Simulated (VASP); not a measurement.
MnS:

```
Mn S
1.0
     0.00000    2.60450    2.60450
     2.60450    0.00000    2.60450
     2.60450    2.60450    0.00000
Mn S
1 1
Direct
  0.00000 0.00000 0.00000
  0.50000 0.50000 0.50000
```

Base run:

* Program: VASP 6.6.1
* Functional: PBE
* Potentials or basis: VASP PAW PBE potentials, release 64 (Mn_sv, S)
* Cutoff: 680 eV
* k mesh: 7 × 7 × 7
* Occupations: fermi-dirac, width 0.05 eV
* Spin: collinear spin, ferromagnetic start
* Starting moments: [5.0, 0.0] μB
* Fixed moment: 5 μB

Its results: pressure 0.6 GPa; site moments Mn +4.21; S +0.17 μB.

After a change of settings the same cell gave: pressure -17.0 GPa; site moments Mn +2.87; S -0.09 μB. Which change was it?
A. fixed moment from 5 μB to 6 μB; moments at the start from [5.0, 0.0] to [6.0, 0.0]
B. fixed moment from 5 μB to 3 μB; moments at the start from [5.0, 0.0] to [3.0, 0.0]
C. fixed moment from 5 μB to 1 μB; moments at the start from [5.0, 0.0] to [1.0, 0.0]
D. fixed moment from 5 μB to 2 μB; moments at the start from [5.0, 0.0] to [2.0, 0.0]

B.

Caveats: the total moment is fixed, so each spin has its own Fermi level and the state may be an excited one; a cell with one magnetic atom can't hold antiferromagnetic order, which such compounds often take; the cell stands under tension (at least some runs).
